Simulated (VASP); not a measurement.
Here is a VASP 6.6.1 calculation.

The input INCAR:

```
SYSTEM = CaY
  PREC = Accurate
  ENCUT = 520
  EDIFF = 1E-6
  ISMEAR = -1
  SIGMA = 0.1
  LREAL = .False.
  LASPH = .True.
  NELM = 100
  ALGO = Normal
  ISIF = 2
  LWAVE = .False.
  LCHARG = .False.
  NBANDS = 18
```

File KPOINTS:

```
Automatic mesh
0
Gamma
  7 7 4
  0 0 0
```

The input POSCAR:

```
CaY
1.0
    3.5370980000      0.0000000000      0.0000000000
   -1.3278433296      3.2783981384      0.0000000000
   -0.0168828550     -0.0250531191      6.1761331120
Ca Y
1 1
Direct
    0.0000000000      0.0000000000      0.0000000000
    0.5000000000      0.5000000000      0.5000000000
```

Potentials or basis: VASP PAW LDA potentials, release 64 (Ca_sv, Y_sv).

Run with:

```bash
$ cat potpaw_LDA.64/Ca_sv/POTCAR potpaw_LDA.64/Y_sv/POTCAR > POTCAR
$ mpirun -np 1 vasp_std > vasp.out
```

(1) Estimate the pressure.

Answers

(1) -2.5 GPa.
